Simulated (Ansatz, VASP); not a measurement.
# Ir: VASP beside Ansatz

```
Ir
1.0
     0.00000    1.93684    1.93684
     1.93684    0.00000    1.93684
     1.93684    1.93684    0.00000
Ir
1
Direct
  0.00000 0.00000 0.00000
```

Alike in both runs: functional PBE; k mesh 8 × 8 × 8; occupations methfessel-paxton of order 1, width 0.0283 eV; no spin polarisation; Hubbard terms Ir d U = 1.0 eV.

Ansatz relaxed the structure, and its values are those at the end. VASP's run is a single point on that final structure, the one shown.

```csv
,VASP,Ansatz
version,VASP 6.6.1,Ansatz 0.2.0
potentials or method,"VASP PAW PBE potentials, release 64 (Ir_sv_GW), cutoff 560 eV",PAW plane waves
valence electrons in the cell,17,17
```

VASP gave:

```
gap on the k mesh at the Fermi level (eV) : none
pressure (GPa)                            : -2.5
```

Question: Which values does Ansatz return?

Answer: gap on the k mesh at the Fermi level (eV): none; pressure (GPa): 0.0.

The programs project onto different local orbitals, so the same U acts differently, and such runs can settle in different states. A gap of «none» marks a metal or a gap that the smearing closes. Ansatz's warnings: filled band counts differ across k points.

Spin-orbit coupling is off throughout.
